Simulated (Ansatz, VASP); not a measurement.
## WS2: VASP beside Ansatz

```xyz
6
Lattice="3.1800 0.0000 0.0000 -1.5900 2.7540 0.0000 0.0000 0.0000 12.5000" Properties=species:S:1:pos:R:3 pbc="T T T"
W     1.5900    0.9180    9.3750
W     0.0000    1.8360    3.1250
S     1.5900    0.9180    4.6875
S     0.0000    1.8360   10.9375
S     1.5900    0.9180    1.5625
S     0.0000    1.8360    7.8125
```

Alike in both runs: task relaxation of cell and atoms; functional revPBE; dispersion D3(BJ); k mesh 10 × 10 × 3; occupations fermi-dirac, width 0.05 eV; no spin polarisation.

|  | VASP | Ansatz |
| --- | --- | --- |
| version | VASP 6.6.1 | Ansatz 0.2.0 |
| potentials or method | VASP PAW PBE potentials, release 64 (W_sv, S) | Ansatz PAW |
| plane-wave cutoff (eV) | 600 | 420 |
| valence electrons in the cell | 52 | 52 |

Ansatz gave:

```
gap on the k mesh at the Fermi level, each at its own relaxed structure (eV) : 0.80
relaxed volume (Å³/atom)                                                     : 16.69
relaxed cell length with the largest relative difference (Å)                 : 11.769
```

**Question.** Which values does VASP return?

**Answer.** gap on the k mesh at the Fermi level, each at its own relaxed structure (eV): 0.82; relaxed volume (Å³/atom): 16.68; relaxed cell length with the largest relative difference (Å): 11.761.

VASP's potentials were made for PBE, not for revPBE.

Neither program's run includes spin-orbit coupling. Noted on Ansatz's run: odd divisions of the mesh miss points on the zone boundary, where band edges often lie, so the gap on the mesh can be too wide; the plane-wave basis is chosen anew once the cell has moved, so the energies of steps on either side of that aren't comparable.
